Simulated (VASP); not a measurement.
Input of a VASP 6.6.1 run:

The input INCAR:

```
PREC     = Accurate       # precision mode
ENCUT    = 520            # plane-wave cutoff, eV
EDIFF    = 1E-7           # SCF threshold, eV
ISMEAR   = 0              # smearing method
SIGMA    = 0.1            # smearing width, eV
LREAL    = False          # projectors in reciprocal space
LASPH    = True           # aspherical terms in the spheres
NELM     = 100            # most SCF steps
ALGO     = Fast           # electronic algorithm
ISIF     = 2              # what is computed and relaxed
LWAVE    = False          # write WAVECAR
LCHARG   = False          # write CHGCAR
GGA      = PE             # functional
NBANDS   = 16             # bands
```

KPOINTS

```
regular mesh
0
Gamma
  12 12 12
```

POSCAR

```
MgAs3
1.0
    4.2729156812      0.0000000000      0.0000000000
    0.0000000000      4.2729156812      0.0000000000
    0.0000000000      0.0000000000      4.2729156812
Mg As
1 3
Direct
    0.0000000000      0.0000000000      0.0000000000
    0.0000000000      0.5000000000      0.5000000000
    0.5000000000      0.0000000000      0.5000000000
    0.5000000000      0.5000000000      0.0000000000
```

Potentials or basis: VASP PAW PBE potentials, release 64 (Mg, As).

The run is started by

```sh
$ cat potpaw_PBE.64/Mg/POTCAR potpaw_PBE.64/As/POTCAR > POTCAR
$ mpirun -np 1 vasp_std > vasp.out
```

Q: Estimate the pressure.

A: 0.0 GPa.

Q: Estimate the band gap on the k mesh.

A: Zero (an odd number of electrons rules out a gap without spin polarisation).
